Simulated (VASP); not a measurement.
Input of a VASP 6.6.1 run:

Contents of INCAR:

```
SYSTEM = Mn
ALGO = Normal
EDIFF = 1E-7
ENCUT = 520
GGA = PE
ISIF = 2
ISMEAR = -1
LASPH = .True.
LCHARG = .False.
LREAL = .False.
LWAVE = .False.
NBANDS = 20
NELM = 100
PREC = Accurate
SIGMA = 0.06122561905347299
```

The input KPOINTS:

```
k-points
0
Gamma
  19 19 19
  0 0 0
```

POSCAR

```
Mn
1.0
    0.0000000000      2.4924092582      2.4924092582
    2.4924092582      0.0000000000      2.4924092582
    2.4924092582      2.4924092582      0.0000000000
Mn
2
Direct
    0.0000000000      0.0000000000      0.0000000000
    0.2500000000      0.2500000000      0.2500000000
```

Potentials or basis: VASP PAW PBE potentials, release 64 (Mn_pv).

Run with:

```console
$ cat potpaw_PBE.64/Mn_pv/POTCAR > POTCAR
$ mpirun -np 1 vasp_std > vasp.out
```

Q: Estimate the pressure.

A: -2.3 GPa.

Q: Predict the band gap on the k mesh.

A: Zero (bands 13 and 14 overlap by 0.62 eV).

Caveat: the run has no spin polarisation, though such a crystal can be magnetic. Spin polarisation is off, so any magnetic state and its effect on volume and gap are missing.
